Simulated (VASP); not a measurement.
# SnO2 (C222_1) in VASP: a series of runs

The runs below take SnO2 through single point, with PBE+D3(BJ).

Program: VASP 6.6.1. These are calculated values, not measurements. Logs are shortened: lines on timing, memory, paths and dates and some standing lists are left out, and cuts for length are marked.

## Step 1: The cell of the first run

The structure is orthorhombic, space group C222_1 (No. 20). The conventional cell has a = 3.292 Å, b = 5.701 Å, c = 10.595 Å, α = 90.00°, β = 90.00°, γ = 90.00°. Sn (site symmetry 2) has 6 O at 2.16 to 2.17 Å within 2.9 Å. Within 2.9 Å of O (site symmetry 1) lie 3 Sn at 2.16 to 2.17 Å and 3 O at 2.82 Å.

## Step 2: Single point, PBE+D3(BJ)

Contents of INCAR:

```
  PREC = Accurate
  ENCUT = 520
  EDIFF = 1E-6
  ISMEAR = 0
  SIGMA = 0.05
  LREAL = F
  LASPH = T
  NELM = 80
  ALGO = Normal
  ISIF = 2
  LWAVE = F
  LCHARG = F
  GGA = PE
  IVDW = 12
  NBANDS = 35
```

Contents of KPOINTS:

```
regular mesh
0
Gamma
  12 12 4
```

Contents of POSCAR:

```
SnO2
1.0
    3.2915730852      0.0000000000      0.0000000000
   -1.6457865426      2.8505859103      0.0000000000
    0.0000000000      0.0000000000     10.5950939857
Sn O
2 4
Direct
   -0.0649822401      0.0000000000      0.5000000000
    0.0649822401      0.0000000000      0.0000000000
    0.6008675808      0.3333333333      0.4018520904
    0.7324657525      0.3333333333      0.0981479096
    0.2675342475      0.6666666667      0.5981479096
    0.3991324192      0.6666666667      0.9018520904
```

Potentials or basis: VASP PAW PBE potentials, release 64 (Sn_d, O).

Started as:

```console
cat potpaw_PBE.64/Sn_d/POTCAR potpaw_PBE.64/O/POTCAR > POTCAR
mpirun -np 1 vasp_std > vasp.out
```

OUTCAR:

```text
PREC = Accurate
   ENCUT = 520
   EDIFF = 1E-6
   ISMEAR = 0
   LREAL = F
   LASPH = T
   NELM = 80
   ISIF = 2
   GGA = PE
   IVDW = 12
 IVDW          = 12

 ion  position               nearest neighbor table
   1  0.935  0.000  0.500-   3 2.16   5 2.16   5 2.17   3 2.17   3 2.17   5 2.17
   2  0.065  0.000  0.000-   4 2.16   6 2.16   4 2.17   6 2.17   6 2.17   4 2.17
   3  0.601  0.333  0.402-   1 2.16   1 2.17   1 2.17
   4  0.732  0.333  0.098-   2 2.16   2 2.17   2 2.17
   5  0.268  0.667  0.598-   1 2.16   1 2.17   1 2.17
   6  0.399  0.667  0.902-   2 2.16   2 2.17   2 2.17

  LATTYP: Found a hexagonal cell.
 ALAT       =     3.2915730852
 C/A-ratio  =     3.2188542413

  Lattice vectors:

 A1 = (   3.2915730852,   0.0000000000,   0.0000000000)
 A2 = (  -1.6457865426,   2.8505859103,   0.0000000000)
 A3 = (   0.0000000000,   0.0000000000,  10.5950939857)

Analysis of symmetry for initial positions (statically):
=====================================================================
 Subroutine PRICEL returns:
 Original cell was already a primitive cell.

 Routine SETGRP: Setting up the symmetry group for a
 hexagonal supercell.

 Subroutine GETGRP returns: Found  4 space group operations
 (whereof  2 operations were pure point group operations)
 out of a pool of 24 trial point group operations.

The static configuration has the point symmetry C_2 .
 The point group associated with its full space group is D_2 .

Analysis of symmetry for dynamics (positions and initial velocities):
=====================================================================
 Subroutine PRICEL returns:
 Original cell was already a primitive cell.

 Routine SETGRP: Setting up the symmetry group for a
 hexagonal supercell.

 Subroutine GETGRP returns: Found  4 space group operations
 (whereof  2 operations were pure point group operations)
 out of a pool of 24 trial point group operations.

The dynamic configuration has the point symmetry C_2 .
 The point group associated with its full space group is D_2 .

 Subroutine INISYM returns: Found  4 space group operations
 (whereof  2 operations are pure point group operations),
 and found     1 'primitive' translations

----------------------------------------------------------------------------------------

                                     Primitive cell

  volume of cell :      99.4128

  direct lattice vectors                    reciprocal lattice vectors
     3.291573085  0.000000000  0.000000000     0.303806106  0.175402537  0.000000000
    -1.645786543  2.850585910  0.000000000     0.000000000  0.350805074  0.000000000
     0.000000000  0.000000000 10.595093986     0.000000000  0.000000000  0.094383306

  length of vectors
     3.291573085  3.291573085 10.595093986     0.350805074  0.350805074  0.094383306

  position of ions in fractional coordinates (direct lattice)
     0.935017760  0.000000000  0.500000000
     0.064982240  0.000000000  0.000000000
     0.600867581  0.333333333  0.401852090
     0.732465752  0.333333333  0.098147910
     0.267534248  0.666666667  0.598147910
     0.399132419  0.666666667  0.901852090

  ion indices of the primitive-cell ions
   primitive index   ion index
                 1           1
                 2           2
                 3           3
                 4           4
                 5           5
                 6           6

----------------------------------------------------------------------------------------

 KPOINTS: regular mesh

Automatic generation of k-mesh.
 Grid dimensions read from file:
 generate k-points for:   12   12    4

 Generating k-lattice:

  Cartesian coordinates                     Fractional coordinates (reciprocal lattice)
     0.025317175  0.014616878  0.000000000     0.083333333  0.000000000  0.000000000
     0.000000000  0.029233756  0.000000000     0.000000000  0.083333333  0.000000000
     0.000000000  0.000000000  0.023595827     0.000000000  0.000000000  0.250000000

  Length of vectors
     0.029233756  0.029233756  0.023595827

  Shift w.r.t. Gamma in fractional coordinates (k-lattice)
     0.000000000  0.000000000  0.000000000

 Subroutine IBZKPT returns following result:
 ===========================================

 Found    129 irreducible k-points:

 Following reciprocal coordinates:
            Coordinates               Weight
  0.000000  0.000000  0.000000      1.000000
  0.083333  0.000000  0.000000      4.000000
  0.000000  0.083333  0.000000      2.000000
  0.166667  0.000000  0.000000      4.000000
  0.000000  0.166667  0.000000      2.000000
  0.250000  0.000000  0.000000      4.000000
[... 16 lines left out ...]
 -0.083333  0.416667  0.000000      4.000000
 -0.416667  0.333333  0.000000      4.000000
 [... further k-points ...]
   k-points           NKPTS =    129   k-points in BZ     NKDIM =    129   number of bands    NBANDS=     35
   number of dos      NEDOS =    301   number of ions     NIONS =      6
   total plane-waves  NPLWV =  46080
   dimension x,y,z NGX =    24 NGY =   24 NGZ =   80
   dimension x,y,z NGXF=    48 NGYF=   48 NGZF=  160
   ions per type =               2   4
   NGX,Y,Z   is equivalent  to a cutoff of  12.12, 12.12, 12.55 a.u.
   NGXF,Y,Z  is equivalent  to a cutoff of  24.24, 24.24, 25.11 a.u.
 SYSTEM =  unknown system
   PREC   = accura    normal or accurate (medium, high low for compatibility)
   ISTART =      0    job   : 0-new  1-cont  2-samecut
   ICHARG =      2    charge: 1-file 2-atom 10-const
   ISPIN  =      1    spin polarized calculation?
   LNONCOLLINEAR =      F non collinear calculations
   LSORBIT =      F    spin-orbit coupling
   LASPH  =      T    aspherical Exc in radial PAW
   ENCUT  =  520.0 eV  38.22 Ry    6.18 a.u.   6.12  6.12 19.70*2*pi/ulx,y,z
   NELM   =     80;   NELMIN=  2; NELMDL= -5     # of ELM steps
   EDIFF  = 0.1E-05   stopping-criterion for ELM
   LREAL  =      F    real-space projection
   EDIFFG = 0.1E-04   stopping-criterion for IOM
   NSW    =      0    number of steps for IOM
   IBRION =     -1    ionic relax: 0-MD 1-quasi-New 2-CG
   NFREE  =      0    steps in history (QN), initial steepest desc. (CG)
   ISIF   =      2    stress and relaxation
   ISYM   =      2    0-nonsym 1-usesym 2-fastsym
   POTIM  = 0.5000    time-step for ionic-motion
   TEBEG  =    0.0;   TEEND  =   0.0 temperature during run
   PSTRESS=    0.0 pullay stress
   NELECT =      52.0000    total number of electrons
   NUPDOWN=      -1.0000    fix difference up-down
   EMIN   =  10.00;   EMAX   =-10.00  energy-range for DOS
   EFERMI =   0.00;   METHOD = LEGACY
   ISMEAR =     0;   SIGMA  =   0.05  broadening in eV -4-tet -1-fermi 0-gaus
   EFERMI_NEDOS =   21; number of points for ismear=-14 and -15
   IALGO  =     38    algorithm
   IMIX   =      4    mixing-type and parameters
     AMIX     =   0.40;   BMIX     =  1.00
     AMIX_MAG =   1.60;   BMIX_MAG =  1.00
  volume/ion in A,a.u.               =      16.57       111.81
  Fermi-wavevector in a.u.,A,eV,Ry     =   1.319052  2.492646 23.672739  1.739897
  Thomas-Fermi vector in A             =   2.448977
   LORBIT       =      0    0 simple, 1 ext, 2 COOP (PROOUT), +10 PAW based schemes
   GGA     = PE    functional components
   LHFCALC =     F    Hartree Fock is set to
   AEXX    =    0.0000 exact exchange contribution
   IVDW    =    12    specifies the selected vdW correction
   LEPSILON=     F    determine dielectric tensor
   LRPA    =     F    only Hartree local field effects (RPA)
 non-spin polarized calculation
 Gauss-broadening in eV      SIGMA  =   0.05
  energy-cutoff  :      520.00
  volume of cell :       99.41
 maximum number of plane-waves:      2706
   NGX = 13   NGY = 13   NGZ = 39

 number of electron      52.0000021 magnetization

 Free energy of the ion-electron system (eV)
  ---------------------------------------------------
  ext. energy  EPLUGINS =         0.00000000
  ---------------------------------------------------
  free energy    TOTEN  =       -36.21631978 eV

  energy without entropy =      -36.21631978  energy(sigma->0) =      -36.21631978

 E-fermi :   2.3426     XC(G=0):  -9.1858

 val. band max:        2.0368911156   @ k =  -0.1667   0.4167   0.0000
 cond. band min:       3.6982292252   @ k =   0.0000   0.0000   0.0000
 fundamental gap:      1.6613381096
 Fermi energy:         2.3425548093

 k-point     1 :       0.0000    0.0000    0.0000
  band No.  band energies     occupation
      1     -18.0657      2.00000
      2     -18.0653      2.00000
      3     -17.9091      2.00000
      4     -17.9090      2.00000
      5     -17.9090      2.00000
      6     -17.9090      2.00000
[... 27 lines left out ...]
     34      12.5877      0.00000
     35      12.6680      0.00000

 k-point     2 :       0.0833    0.0000    0.0000
  band No.  band energies     occupation
      1     -18.0489      2.00000
      2     -18.0485      2.00000
      3     -17.9499      2.00000
      4     -17.9495      2.00000
      5     -17.8977      2.00000
      6     -17.8976      2.00000
[... 27 lines left out ...]
     34      12.7211      0.00000
     35      12.7372      0.00000

 k-point     3 :       0.0000    0.0833    0.0000
  band No.  band energies     occupation
      1     -18.0489      2.00000
      2     -18.0485      2.00000
      3     -17.9500      2.00000
      4     -17.9496      2.00000
      5     -17.8976      2.00000
      6     -17.8976      2.00000
[... 27 lines left out ...]
     34      12.7118      0.00000
     35      12.7357      0.00000
[... 723 lines left out ...]
 k-point    23 :      -0.0833    0.4167    0.0000
  band No.  band energies     occupation
      1     -18.4269      2.00000
      2     -18.4242      2.00000
      3     -17.9059      2.00000
      4     -17.9055      2.00000
      5     -17.8712      2.00000
      6     -17.8710      2.00000
[... 27 lines left out ...]
     34      13.3087      0.00000
     35      13.3657      0.00000

 k-point    24 :      -0.4167    0.3333    0.0000
  band No.  band energies     occupation
      1     -18.4268      2.00000
      2     -18.4242      2.00000
      3     -17.9059      2.00000
      4     -17.9055      2.00000
      5     -17.8713      2.00000
      6     -17.8710      2.00000
[... 27 lines left out ...]
     34      13.3063      0.00000
     35      13.3680      0.00000

 [... further k-points ...]

------------------------ aborting loop because EDIFF is reached ----------------------------------------

 Edisp (eV)   -0.91321

 E8    (eV) :    -0.3571

  FORCE on cell =-STRESS in cart. coord.  units (eV):
  Direction    XX          YY          ZZ          XY          YZ          ZX
  --------------------------------------------------------------------------------------
  -------------------------------------------------------------------------------------
  Total      -5.89831    -5.92848    -3.12856     0.00000     0.00000     0.00000
  in kB     -95.05959   -95.54575   -50.42110     0.00000     0.00000     0.00000
  external pressure =      -80.34 kB  Pullay stress =        0.00 kB

 VOLUME and BASIS-vectors are now :
 -----------------------------------------------------------------------------
  energy-cutoff  :      520.00
  volume of cell :       99.41
      direct lattice vectors                 reciprocal lattice vectors
     3.291573085  0.000000000  0.000000000     0.303806106  0.175402537  0.000000000
    -1.645786543  2.850585910  0.000000000     0.000000000  0.350805074  0.000000000
     0.000000000  0.000000000 10.595093986     0.000000000  0.000000000  0.094383306

 POSITION                                       TOTAL-FORCE (eV/Angst)
 -----------------------------------------------------------------------------------
      3.07768      0.00000      5.29755        -0.029291      0.000000      0.000000
      0.21389      0.00000      0.00000         0.029291      0.000000      0.000000
      1.42920      0.95020      4.25766        -0.003781     -0.001249      0.657939
      1.86237      0.95020      1.03989         0.003781     -0.001249     -0.657939
     -0.21658      1.90039      6.33743        -0.003781      0.001249     -0.657939
      0.21658      1.90039      9.55521         0.003781      0.001249      0.657939
 -----------------------------------------------------------------------------------
    total drift:                               -0.000000     -0.000000     -0.000000

  FREE ENERGIE OF THE ION-ELECTRON SYSTEM (eV)
  ---------------------------------------------------
  free  energy   TOTEN  =       -37.1295286325 eV

  energy  without entropy=      -37.1295286325  energy(sigma->0) =      -37.12952863
```

Run time: 2.5 min. Hardware: 1 thread of Intel Xeon 6975P-C (Granite Rapids), shared host; peak memory 0.45 GiB.

Results:

```yaml
Free_energy: -37.1295 eV
Pressure: -8.0 GPa
Largest_force: 0.658 eV/Å
Band_gap_on_the_k_mesh: 1.66 eV, indirect (least direct gap 1.93 eV)
Dispersion_energy_per_atom: -0.152 eV
```

Forces on the atoms (eV/Å):
```
Sn  -0.029  0.000  0.000
Sn   0.029  0.000  0.000
O   -0.004 -0.001  0.658
O    0.004 -0.001 -0.658
O   -0.004  0.001 -0.658
O    0.004  0.001  0.658
```

Caveat: spin-orbit coupling is left out, which moves the levels of the heavy elements. A k mesh can miss the band edges.

(Continued in part 2 of 2.)
